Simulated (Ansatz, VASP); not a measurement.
## Si4P: VASP beside Ansatz

```
Si P
1.0
     4.42219    0.00000    0.00000
    -2.21110    3.82973    0.00000
     0.00000    0.00000    6.77418
Si P
4 1
Direct
  0.33333 0.66667 0.00000
  0.66667 0.33333 0.00000
  0.00000 0.00000 0.33346
  0.00000 0.00000 0.66654
  0.00000 0.00000 0.00000
```

Alike in both runs: functional PBE; k mesh 6 × 6 × 4; occupations gaussian, width 0.1 eV; no spin polarisation.

Ansatz relaxed the structure, and its values are those at the end. VASP's run is a single point on that final structure, the one shown.

```csv
,VASP,Ansatz
version,VASP 6.6.1,Ansatz 0.2.0
potentials or method,"VASP PAW PBE potentials, release 64 (Si, P), cutoff 520 eV","scalar-relativistic, plane waves, PAW"
valence electrons in the cell,21,21
```

Ansatz gave:

```
gap on the k mesh at the Fermi level (eV) : none
pressure (GPa)                            : 0.0
```

Problem. Estimate VASP's values.

Solution. gap on the k mesh at the Fermi level (eV): none; pressure (GPa): -0.1.

A gap of «none» marks a metal or a gap that the smearing closes.
